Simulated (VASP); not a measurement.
HfTi:

```
CELL_PARAMETERS angstrom
3.08615 0.00000 0.00000
-1.54307 2.67268 0.00000
0.00000 0.00000 4.82926
ATOMIC_POSITIONS crystal
Hf 0.66667 0.33333 0.50000
Ti 0.33333 0.66667 0.00000
```

- Program: VASP 6.6.1
- Task: relaxation of cell and atoms
- Functional: PBEsol
- Dispersion: D3(BJ)
- Potentials or basis: VASP PAW PBE potentials, release 64 (Hf_pv, Ti_sv)
- Cutoff: 600 eV
- k mesh: 11 × 11 × 6
- Occupations: fermi-dirac, width 0.1 eV
- Spin: no spin polarisation

At the start: pressure -8.1 GPa; volume 19.92 Å³/atom.

Problem. Where does the relaxation end?

Solution. Over 9 steps the energy falls by 38.7 meV/atom and the volume is 18.46 Å³/atom (-7.3 %); space group P-6m2 (No. 187, to 0.1 Å) before and after.

The path:
```tsv
step	energy change (eV)	largest force (eV/Å)	pressure (GPa)	volume (Å³)
1	0.0000	0.0000	-8.11	39.83
2	-0.0003	0.0000	9.95	34.30
3	-0.0774	0.0000	-0.13	36.96
4	-0.0774	0.0000	0.04	36.90
5	-0.0774	0.0000	0.07	36.92
6	-0.0773	0.0000	-0.23	36.99
7	-0.0774	0.0000	-0.10	36.94
8	-0.0774	0.0000	-0.09	36.93
9	-0.0774	0.0000	-0.06	36.93
```

Final structure:
```
CELL_PARAMETERS angstrom
3.00925 0.00000 0.00000
-1.50462 2.60609 0.00000
0.00000 0.00000 4.70858
ATOMIC_POSITIONS crystal
Hf 0.66667 0.33333 0.50000
Ti 0.33333 0.66667 0.00000
```

Caveat: the PAW data sets were made with another functional, which shifts forces and pressure a little.
